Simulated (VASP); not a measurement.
Here is a VASP 6.6.1 calculation.

Contents of INCAR:

```
PREC     = Accurate       # precision mode
ENCUT    = 600            # plane-wave cutoff, eV
EDIFF    = 1E-6           # SCF threshold, eV
ISMEAR   = -1             # smearing method
SIGMA    = 0.08           # smearing width, eV
LREAL    = F              # projectors in reciprocal space
LASPH    = T              # aspherical terms in the spheres
NELM     = 150            # most SCF steps
ALGO     = Normal         # electronic algorithm
ISIF     = 3              # what is computed and relaxed
LWAVE    = F              # write WAVECAR
LCHARG   = F              # write CHGCAR
ISPIN    = 2              # spin polarisation
MAGMOM   = 1 1            # initial moments
LORBIT   = 11             # projections on sites
LMAXMIX  = 4              # l up to which the mixer works
GGA      = PE             # functional
IBRION   = 2              # ionic algorithm
NSW      = 60             # ionic steps
EDIFFG   = -0.005         # ionic threshold
```

The input KPOINTS:

```
Automatic mesh
0
Gamma
  17 17 10
```

The input POSCAR:

```
Ni
1.0
    2.4952288570      0.0000000000      0.0000000000
   -1.2476144285      2.1609315784      0.0000000000
    0.0000000000      0.0000000000      4.0422707483
Ni
2
Direct
    0.3333333333      0.6666666667      0.2500000000
    0.6666666667      0.3333333333      0.7500000000
```

Potentials or basis: VASP PAW PBE potentials, release 64 (Ni).

Command:

```sh
$ cat potpaw_PBE.64/Ni/POTCAR > POTCAR
$ mpirun -np 1 vasp_std > vasp.out
```

Question: Predict the relaxed cell.

Answer: a = 2.489 Å, b = 2.489 Å, c = 4.077 Å, α = 90.00°, β = 90.00°, γ = 120.00°.

Question: Estimate the relaxed volume.

Answer: 10.94 Å³/atom.

Final structure:
```
Ni
1.0
     2.48886    0.00000    0.00000
    -1.24443    2.15542    0.00000
     0.00000    0.00000    4.07685
Ni
2
Direct
  0.33333 0.66667 0.25000
  0.66667 0.33333 0.75000
```
